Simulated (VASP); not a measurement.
# MgO (P6_3/mmc) in VASP: notebook

Runs on MgO. Level: PBE. Tasks: single point.

Program: VASP 6.6.1. These are calculated values, not measurements. Logs are shortened: lines on timing, memory, paths and dates and some standing lists are left out, and cuts for length are marked.

### 1 The cell of the first run

Symmetry: P6_3/mmc, No. 194, hexagonal system. Conventional cell: a = 3.416 Å, b = 3.416 Å, c = 4.070 Å, α = 90.00°, β = 90.00°, γ = 120.00°. Mg (site symmetry -6m2) has 5 O at 1.97 to 2.03 Å within 2.6 Å. Within 2.6 Å of O (site symmetry -6m2) lie 5 Mg at 1.97 to 2.03 Å.

### 2 Single point, PBE

File INCAR:

```
SYSTEM = MgO
ALGO     = Normal         ! electronic algorithm
EDIFF    = 1E-7           ! SCF threshold, eV
ENCUT    = 520            ! plane-wave cutoff, eV
GGA      = PE             ! functional
ISIF     = 2              ! what is computed and relaxed
ISMEAR   = 0              ! smearing method
LASPH    = .TRUE.         ! aspherical terms in the spheres
LCHARG   = .TRUE.         ! write CHGCAR
LELF     = .TRUE.         ! ELF
LREAL    = .FALSE.        ! projectors in reciprocal space
LVHAR    = .TRUE.       
LWAVE    = .FALSE.        ! write WAVECAR
NBANDS   = 16             ! bands
NELM     = 60             ! most SCF steps
PREC     = Accurate       ! precision mode
SIGMA    = 0.05           ! smearing width, eV
```

File KPOINTS:

```
k-points
0
G
  9 9 6
  0 0 0
```

File POSCAR:

```
MgO
1.0
    3.4157000000      0.0000000000      0.0000000000
   -1.7078500000      2.9580829717      0.0000000000
    0.0000000000      0.0000000000      4.0698000000
Mg O
2 2
Direct
    0.6666666667      0.3333333333      0.7500000000
    0.3333333333      0.6666666667      0.2500000000
    0.6666666667      0.3333333333      0.2500000000
    0.3333333333      0.6666666667      0.7500000000
```

Potentials or basis: VASP PAW PBE potentials, release 64 (Mg, O).

Run with:

```console
cat potpaw_PBE.64/Mg/POTCAR potpaw_PBE.64/O/POTCAR > POTCAR
mpirun -np 1 vasp_std > vasp.out
```

OUTCAR:

```text
SYSTEM = MgO
   EDIFF = 1E-7
   ENCUT = 520
   GGA = PE
   ISIF = 2
   ISMEAR = 0
   LASPH = .TRUE.
   LREAL = .FALSE.
   NELM = 60
   PREC = Accurate

 ion  position               nearest neighbor table
   1  0.667  0.333  0.750-   4 1.97   4 1.97   4 1.97   3 2.03   3 2.03   2 2.83   2 2.83   2 2.83
                             2 2.83   2 2.83   2 2.83
   2  0.333  0.667  0.250-   3 1.97   3 1.97   3 1.97   4 2.03   4 2.03   1 2.83   1 2.83   1 2.83
                             1 2.83   1 2.83   1 2.83
   3  0.667  0.333  0.250-   2 1.97   2 1.97   2 1.97   1 2.03   1 2.03
   4  0.333  0.667  0.750-   1 1.97   1 1.97   1 1.97   2 2.03   2 2.03

  LATTYP: Found a hexagonal cell.
 ALAT       =     3.4157000000
 C/A-ratio  =     1.1914980824

  Lattice vectors:

 A1 = (   3.4157000000,   0.0000000000,   0.0000000000)
 A2 = (  -1.7078500000,   2.9580829717,   0.0000000000)
 A3 = (   0.0000000000,   0.0000000000,   4.0698000000)

Analysis of symmetry for initial positions (statically):
=====================================================================
 Subroutine PRICEL returns:
 Original cell was already a primitive cell.

 Routine SETGRP: Setting up the symmetry group for a
 hexagonal supercell.

 Subroutine GETGRP returns: Found 24 space group operations
 (whereof 12 operations were pure point group operations)
 out of a pool of 24 trial point group operations.

The static configuration has the point symmetry D_3d.
 The point group associated with its full space group is D_6h.

Analysis of symmetry for dynamics (positions and initial velocities):
=====================================================================
 Subroutine PRICEL returns:
 Original cell was already a primitive cell.

 Routine SETGRP: Setting up the symmetry group for a
 hexagonal supercell.

 Subroutine GETGRP returns: Found 24 space group operations
 (whereof 12 operations were pure point group operations)
 out of a pool of 24 trial point group operations.

The dynamic configuration has the point symmetry D_3d.
 The point group associated with its full space group is D_6h.

 Subroutine INISYM returns: Found 24 space group operations
 (whereof 12 operations are pure point group operations),
 and found     1 'primitive' translations

----------------------------------------------------------------------------------------

                                     Primitive cell

  volume of cell :      41.1209

[... 94 lines left out ...]
   EDIFFG = 0.1E-05   stopping-criterion for IOM
   NSW    =      0    number of steps for IOM
   IBRION =     -1    ionic relax: 0-MD 1-quasi-New 2-CG
   NFREE  =      0    steps in history (QN), initial steepest desc. (CG)
   ISIF   =      2    stress and relaxation
   ISYM   =      2    0-nonsym 1-usesym 2-fastsym
   POTIM  = 0.5000    time-step for ionic-motion
   TEBEG  =    0.0;   TEEND  =   0.0 temperature during run
   PSTRESS=    0.0 pullay stress
   NELECT =      16.0000    total number of electrons
   NUPDOWN=      -1.0000    fix difference up-down
   EMIN   =  10.00;   EMAX   =-10.00  energy-range for DOS
   EFERMI =   0.00;   METHOD = LEGACY
   ISMEAR =     0;   SIGMA  =   0.05  broadening in eV -4-tet -1-fermi 0-gaus
   EFERMI_NEDOS =   21; number of points for ismear=-14 and -15
   IALGO  =     38    algorithm
   IMIX   =      4    mixing-type and parameters
     AMIX     =   0.40;   BMIX     =  1.00
     AMIX_MAG =   1.60;   BMIX_MAG =  1.00
  volume/ion in A,a.u.               =      10.28        69.37
  Fermi-wavevector in a.u.,A,eV,Ry     =   1.195163  2.258530 19.434758  1.428414
  Thomas-Fermi vector in A             =   2.331135
   LORBIT       =      0    0 simple, 1 ext, 2 COOP (PROOUT), +10 PAW based schemes
   GGA     = PE    functional components
   LHFCALC =     F    Hartree Fock is set to
   AEXX    =    0.0000 exact exchange contribution
   IVDW    =     0    specifies the selected vdW correction
   LEPSILON=     F    determine dielectric tensor
   LRPA    =     F    only Hartree local field effects (RPA)
 non-spin polarized calculation
 Gauss-broadening in eV      SIGMA  =   0.05
  energy-cutoff  :      520.00
  volume of cell :       41.12
 maximum number of plane-waves:      1131
 NGX is ok and might be reduce to    28

 number of electron      15.9999994 magnetization

 Free energy of the ion-electron system (eV)
  ---------------------------------------------------
  ext. energy  EPLUGINS =         0.00000000
  ---------------------------------------------------
  free energy    TOTEN  =       -23.48655088 eV

  energy without entropy =      -23.48655088  energy(sigma->0) =      -23.48655088

 E-fermi :   2.7011     XC(G=0): -10.3747

 val. band max:        2.4602299344   @ k =   0.0000   0.0000   0.0000
 cond. band min:       6.2513689940   @ k =   0.0000   0.0000   0.0000
 fundamental gap:      3.7911390596
 Fermi energy:         2.7010554655

 k-point     1 :       0.0000    0.0000    0.0000
  band No.  band energies     occupation
      1     -14.7875      2.00000
      2     -13.1958      2.00000
      3      -1.4091      2.00000
      4       0.5835      2.00000
      5       0.5835      2.00000
      6       1.5766      2.00000
[... 433 lines left out ...]
      3      -1.3031      2.00000
      4      -0.5190      2.00000
      5      -0.5190      2.00000
      6       1.2031      2.00000
[... 8 lines left out ...]
     15      17.0201      0.00000
     16      19.7923      0.00000

 [... further k-points ...]

------------------------ aborting loop because EDIFF is reached ----------------------------------------

  FORCE on cell =-STRESS in cart. coord.  units (eV):
  Direction    XX          YY          ZZ          XY          YZ          ZX
  --------------------------------------------------------------------------------------
  -------------------------------------------------------------------------------------
  Total        3.5832301      3.5832301      4.4651843      0.0000000      0.0000000      0.0000000
  in kB      139.6118046    139.6118046    173.9749955      0.0000000      0.0000000      0.0000000
  external PRESSURE =     151.0662016 kB  Pullay stress =       0.0000000 kB

 VOLUME and BASIS-vectors are now :
 -----------------------------------------------------------------------------
  energy-cutoff  :      520.00
  volume of cell :       41.12
      direct lattice vectors                 reciprocal lattice vectors
     3.415700000  0.000000000  0.000000000     0.292765758  0.169028389  0.000000000
    -1.707850000  2.958082972  0.000000000     0.000000000  0.338056779  0.000000000
     0.000000000  0.000000000  4.069800000     0.000000000  0.000000000  0.245712320

 POSITION                                       TOTAL-FORCE (eV/Angst)
 -----------------------------------------------------------------------------------
      1.70785      0.98603      3.05235        -0.000000      0.000000      0.000000
     -0.00000      1.97206      1.01745         0.000000     -0.000000      0.000000
      1.70785      0.98603      1.01745         0.000000      0.000000      0.000000
     -0.00000      1.97206      3.05235        -0.000000      0.000000      0.000000
 -----------------------------------------------------------------------------------
    total drift:                                0.000000     -0.000000      0.000000

  FREE ENERGIE OF THE ION-ELECTRON SYSTEM (eV)
  ---------------------------------------------------
  free  energy   TOTEN  =       -23.4865508814 eV

  energy  without entropy=      -23.4865508814  energy(sigma->0) =      -23.48655088
```

stdout:

```text
POSCAR found type information on POSCAR MgO
 POSCAR found :  2 types and       4 ions
 scaLAPACK will be used
 LDA part: xc-table for (Slater+PW92), standard interpolation
 POSCAR, INCAR and KPOINTS ok, starting setup
 FFT: planning ... GRIDC
 FFT: planning ... GRID_SOFT
 FFT: planning ... GRID
 WAVECAR not read
 entering main loop
```

Run time: 20 s. Hardware: 1 thread of Intel Xeon Platinum 8488C (Sapphire Rapids), shared host; peak memory 0.17 GiB.

Results:

```yaml
Free_energy: -23.4866 eV
Pressure: 15.1 GPa
Band_gap_on_the_k_mesh: 3.79 eV, direct
```

Levels at points of the mesh, in eV from the valence-band top:
| k point | band 6 | band 7 | band 8 | band 9 | band 10 | band 11 |
| --- | --- | --- | --- | --- | --- | --- |
| (0.00, 0.00, 0.00) | -0.88 | -0.88 | 0.00 | 3.79 | 10.08 | 12.87 |
| (0.00, 0.00, 0.50) | -1.40 | -1.40 | -1.40 | 6.85 | 6.85 | 13.33 |

A hybrid or GW would open this gap; PBE tends to underestimate it.

### 3 Single point, PBE

This run uses another cell than the first one, of the same volume but with other edges.

File INCAR:

```
SYSTEM = MgO
ALGO     = Normal         ! electronic algorithm
EDIFF    = 1E-6           ! SCF threshold, eV
ENCUT    = 520            ! plane-wave cutoff, eV
GGA      = PE             ! functional
ISIF     = 2              ! what is computed and relaxed
ISMEAR   = 0              ! smearing method
LASPH    = .TRUE.         ! aspherical terms in the spheres
LCHARG   = .FALSE.        ! write CHGCAR
LREAL    = .FALSE.        ! projectors in reciprocal space
LWAVE    = .FALSE.        ! write WAVECAR
NBANDS   = 16             ! bands
NELM     = 60             ! most SCF steps
PREC     = Accurate       ! precision mode
SIGMA    = 0.05           ! smearing width, eV
```

KPOINTS is that of step 2.

File POSCAR:

```
MgO
1.0
    3.3453000000      0.0000000000      0.0000000000
   -1.6726500000      2.8971147833      0.0000000000
    0.0000000000      0.0000000000      4.2393824570
Mg O
2 2
Direct
    0.6666666667      0.3333333333      0.7500000000
    0.3333333333      0.6666666667      0.2500000000
    0.6666666667      0.3333333333      0.2500000000
    0.3333333333      0.6666666667      0.7500000000
```

Potentials or basis: VASP PAW PBE potentials, release 64 (Mg, O).

Run with:

```console
cat potpaw_PBE.64/Mg/POTCAR potpaw_PBE.64/O/POTCAR > POTCAR
mpirun -np 1 vasp_std > vasp.out
```

It took 17 s on 1 thread of Intel Xeon Platinum 8488C (Sapphire Rapids), shared host; peak memory 0.17 GiB.

The run converged. Its results:

```yaml
Free_energy: -23.4356 eV
Pressure: 15.7 GPa
Band_gap_on_the_k_mesh: 3.75 eV, direct
```

Stress tensor (GPa, compression positive):
```
19.73  0.00  0.00
 0.00 19.73  0.00
 0.00  0.00  7.65
```

Levels at points of the mesh, in eV from the valence-band top:
```tsv
k point	band 4	band 5	band 6	band 7	band 8	band 9	band 10	band 11	band 12	band 13
(0.00, 0.00, 0.00)	-1.84	-1.84	-1.02	-1.02	0.00	3.75	9.84	12.26	13.38	13.38
(0.00, 0.00, 0.50)	-2.60	-1.45	-1.45	-1.45	-1.45	6.77	6.77	13.74	13.74	13.74
```

Expect the measured gap to be larger: semilocal functionals such as PBE lack the derivative discontinuity.

(Part 1 of 2 ends here.)
